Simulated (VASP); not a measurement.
# V (Pm-3m) in VASP: single point with PBE

Aim: the single point of V with PBE.

Program: VASP 6.6.1. These are calculated values, not measurements. Logs are shortened: lines on timing, memory, paths and dates and some standing lists are left out, and cuts for length are marked.

## (1) The cell of the first run

The structure is cubic, space group Pm-3m (No. 221). Conventional cell: a = 2.443 Å, b = 2.443 Å, c = 2.443 Å, α = 90.00°, β = 90.00°, γ = 90.00°. Within 3.2 Å of V (site symmetry m-3m) lie 6 V at 2.44 Å.

## (2) Single point, PBE

The input, INCAR:

```
ALGO = Normal
EDIFF = 1E-6
ENCUT = 520
GGA = PE
ISIF = 2
ISMEAR = -1
LASPH = T
LCHARG = F
LREAL = F
LWAVE = F
NBANDS = 12
NELM = 100
PREC = Accurate
SIGMA = 0.13605693000000002
```

The input, KPOINTS:

```
k-points
0
Gamma
  13 13 13
```

The input, POSCAR:

```
V
1.0
    2.4431434001      0.0000000000      0.0000000000
    0.0000000000      2.4431434001      0.0000000000
    0.0000000000      0.0000000000      2.4431434001
V
1
Direct
    0.0000000000      0.0000000000      0.0000000000
```

Potentials or basis: VASP PAW PBE potentials, release 64 (V_sv).

Run with:

```sh
$ cat potpaw_PBE.64/V_sv/POTCAR > POTCAR
$ mpirun -np 1 vasp_std > vasp.out
```

OUTCAR:

```text
EDIFF = 1E-6
   ENCUT = 520
   GGA = PE
   ISIF = 2
   ISMEAR = -1
   LASPH = T
   LREAL = F
   NELM = 100
   PREC = Accurate

 ion  position               nearest neighbor table
   1  0.000  0.000  0.000-

  LATTYP: Found a simple cubic cell.
 ALAT       =     2.4431434001

  Lattice vectors:

 A1 = (   2.4431434001,   0.0000000000,   0.0000000000)
 A2 = (   0.0000000000,   2.4431434001,   0.0000000000)
 A3 = (   0.0000000000,   0.0000000000,   2.4431434001)

Analysis of symmetry for initial positions (statically):
=====================================================================
 Subroutine PRICEL returns:
 Original cell was already a primitive cell.

 Routine SETGRP: Setting up the symmetry group for a
 simple cubic supercell.

 Subroutine GETGRP returns: Found 48 space group operations
 (whereof 48 operations were pure point group operations)
 out of a pool of 48 trial point group operations.

The static configuration has the point symmetry O_h .

Analysis of symmetry for dynamics (positions and initial velocities):
=====================================================================
 Subroutine PRICEL returns:
 Original cell was already a primitive cell.

 Routine SETGRP: Setting up the symmetry group for a
 simple cubic supercell.

 Subroutine GETGRP returns: Found 48 space group operations
 (whereof 48 operations were pure point group operations)
 out of a pool of 48 trial point group operations.

The dynamic configuration has the point symmetry O_h .

 Subroutine INISYM returns: Found 48 space group operations
 (whereof 48 operations are pure point group operations),
 and found     1 'primitive' translations

----------------------------------------------------------------------------------------

                                     Primitive cell

  volume of cell :      14.5830

  direct lattice vectors                    reciprocal lattice vectors
     2.443143400  0.000000000  0.000000000     0.409308762  0.000000000  0.000000000
     0.000000000  2.443143400  0.000000000     0.000000000  0.409308762  0.000000000
     0.000000000  0.000000000  2.443143400     0.000000000  0.000000000  0.409308762

  length of vectors
     2.443143400  2.443143400  2.443143400     0.409308762  0.409308762  0.409308762

  position of ions in fractional coordinates (direct lattice)
     0.000000000  0.000000000  0.000000000

  ion indices of the primitive-cell ions
   primitive index   ion index
                 1           1
[... 73 lines left out ...]
   LREAL  =      F    real-space projection
   EDIFFG = 0.1E-04   stopping-criterion for IOM
   NSW    =      0    number of steps for IOM
   IBRION =     -1    ionic relax: 0-MD 1-quasi-New 2-CG
   NFREE  =      0    steps in history (QN), initial steepest desc. (CG)
   ISIF   =      2    stress and relaxation
   ISYM   =      2    0-nonsym 1-usesym 2-fastsym
   POTIM  = 0.5000    time-step for ionic-motion
   TEBEG  =    0.0;   TEEND  =   0.0 temperature during run
   PSTRESS=    0.0 pullay stress
   NELECT =      13.0000    total number of electrons
   NUPDOWN=      -1.0000    fix difference up-down
   EMIN   =  10.00;   EMAX   =-10.00  energy-range for DOS
   EFERMI =   0.00;   METHOD = LEGACY
   ISMEAR =    -1;   SIGMA  =   0.14  broadening in eV -4-tet -1-fermi 0-gaus
   EFERMI_NEDOS =   21; number of points for ismear=-14 and -15
   IALGO  =     38    algorithm
   IMIX   =      4    mixing-type and parameters
     AMIX     =   0.40;   BMIX     =  1.00
     AMIX_MAG =   1.60;   BMIX_MAG =  1.00
  volume/ion in A,a.u.               =      14.58        98.41
  Fermi-wavevector in a.u.,A,eV,Ry     =   1.575580  2.977414 33.775793  2.482451
  Thomas-Fermi vector in A             =   2.676542
   LORBIT       =      0    0 simple, 1 ext, 2 COOP (PROOUT), +10 PAW based schemes
   GGA     = PE    functional components
[... 5 lines left out ...]
 non-spin polarized calculation
  energy-cutoff  :      520.00
  volume of cell :       14.58
 maximum number of plane-waves:       405
   NGX =  9   NGY =  9   NGZ =  9

 number of electron      12.9999975 magnetization

 Free energy of the ion-electron system (eV)
  ---------------------------------------------------
  ext. energy  EPLUGINS =         0.00000000
  ---------------------------------------------------
  free energy    TOTEN  =        -8.18882829 eV

  energy without entropy =       -8.10868653  energy(sigma->0) =       -8.14875741

 E-fermi :   8.9673     XC(G=0): -12.3617

 val. band max:        8.9003421861   @ k =   0.4615   0.3846   0.1538
 cond. band min:       8.9785418485   @ k =   0.4615   0.3077   0.2308
 fundamental gap:      0.0781996624
 Fermi energy:         8.9673434768

 k-point     1 :       0.0000    0.0000    0.0000
  band No.  band energies     occupation
      1     -54.9408      2.00000
      2     -28.1819      2.00000
      3     -28.1819      2.00000
      4     -28.1819      2.00000
      5       2.5542      2.00000
      6       6.7698      2.00000
      7       6.7698      2.00000
      8      12.4620      0.00000
      9      12.4620      0.00000
     10      12.4620      0.00000
     11      27.2649      0.00000
     12      27.2649      0.00000
[... 331 lines left out ...]
 k-point    24 :       0.3846    0.3077    0.0000
  band No.  band energies     occupation
      1     -54.6843      2.00000
      2     -29.0179      2.00000
      3     -28.7918      2.00000
      4     -28.0368      2.00000
      5       6.1278      2.00000
      6       7.7433      1.99975
      7      10.4552      0.00004
      8      10.9465      0.00000
      9      11.3735      0.00000
     10      12.1219      0.00000
     11      18.0321      0.00000
     12      23.1667      0.00000

 [... further k-points ...]

------------------------ aborting loop because EDIFF is reached ----------------------------------------

  FORCE on cell =-STRESS in cart. coord.  units (eV):
  Direction    XX          YY          ZZ          XY          YZ          ZX
  --------------------------------------------------------------------------------------
  -------------------------------------------------------------------------------------
  Total        0.1229608      0.1229608      0.1229608      0.0000000     -0.0000000     -0.0000000
  in kB       13.5092226     13.5092226     13.5092226      0.0000000     -0.0000000     -0.0000000
  external PRESSURE =      13.5092226 kB  Pullay stress =       0.0000000 kB

 VOLUME and BASIS-vectors are now :
 -----------------------------------------------------------------------------
  energy-cutoff  :      520.00
  volume of cell :       14.58
      direct lattice vectors                 reciprocal lattice vectors
     2.443143400  0.000000000  0.000000000     0.409308762  0.000000000  0.000000000
     0.000000000  2.443143400  0.000000000     0.000000000  0.409308762  0.000000000
     0.000000000  0.000000000  2.443143400     0.000000000  0.000000000  0.409308762

 POSITION                                       TOTAL-FORCE (eV/Angst)
 -----------------------------------------------------------------------------------
      0.00000      0.00000      0.00000         0.000000      0.000000      0.000000
 -----------------------------------------------------------------------------------
    total drift:                                0.000000      0.000000     -0.000000

  FREE ENERGIE OF THE ION-ELECTRON SYSTEM (eV)
  ---------------------------------------------------
  free  energy   TOTEN  =        -8.1888282936 eV

  energy  without entropy=       -8.1086865272  energy(sigma->0) =       -8.14875741
```

OSZICAR:

```text
N       E                     dE             d eps       ncg     rms          rms(c)
DAV:   1     0.941722664467E+02    0.94172E+02   -0.71327E+03  2016   0.117E+03
DAV:   2    -0.772352128629E+01   -0.10190E+03   -0.98219E+02  2052   0.328E+02
DAV:   3    -0.908857211893E+01   -0.13651E+01   -0.13606E+01  2224   0.450E+01
DAV:   4    -0.909568818912E+01   -0.71161E-02   -0.71160E-02  2200   0.347E+00
DAV:   5    -0.909577871903E+01   -0.90530E-04   -0.90529E-04  2236   0.370E-01    0.163E+01
DAV:   6    -0.819897572709E+01    0.89680E+00   -0.25512E+00  2096   0.234E+01    0.248E+00
DAV:   7    -0.819124373092E+01    0.77320E-02   -0.21580E-02  2092   0.165E+00    0.145E+00
DAV:   8    -0.818886721178E+01    0.23765E-02   -0.52471E-03  2176   0.942E-01    0.599E-02
DAV:   9    -0.818883837201E+01    0.28840E-04   -0.90117E-05  2100   0.126E-01    0.296E-02
DAV:  10    -0.818882823684E+01    0.10135E-04   -0.14120E-05  2180   0.489E-02    0.500E-03
DAV:  11    -0.818882829358E+01   -0.56746E-07   -0.22344E-07  1164   0.734E-03
   1 F= -.81888283E+01 E0= -.81487574E+01  d E =-.801418E-01
```

stdout:

```text
POSCAR found type information on POSCAR V
 POSCAR found :  1 types and       1 ions
 scaLAPACK will be used
 LDA part: xc-table for (Slater+PW92), standard interpolation
 POSCAR, INCAR and KPOINTS ok, starting setup
 FFT: planning ... GRIDC
 FFT: planning ... GRID_SOFT
 FFT: planning ... GRID
 WAVECAR not read
 entering main loop
```

Run time: 14 s. Hardware: 1 thread of AMD EPYC, shared host; peak memory 0.09 GiB.

Results:

```
Free energy : -8.1888 eV
Pressure    : 1.4 GPa
```

Levels at points of the mesh, in eV from the Fermi level:
| k point | band 4 | band 5 | band 6 | band 7 | band 8 | band 9 | band 10 | band 11 |
| --- | --- | --- | --- | --- | --- | --- | --- | --- |
| (0.00, 0.00, 0.00) | -37.15 | -6.41 | -2.20 | -2.20 | 3.49 | 3.49 | 3.49 | 18.30 |
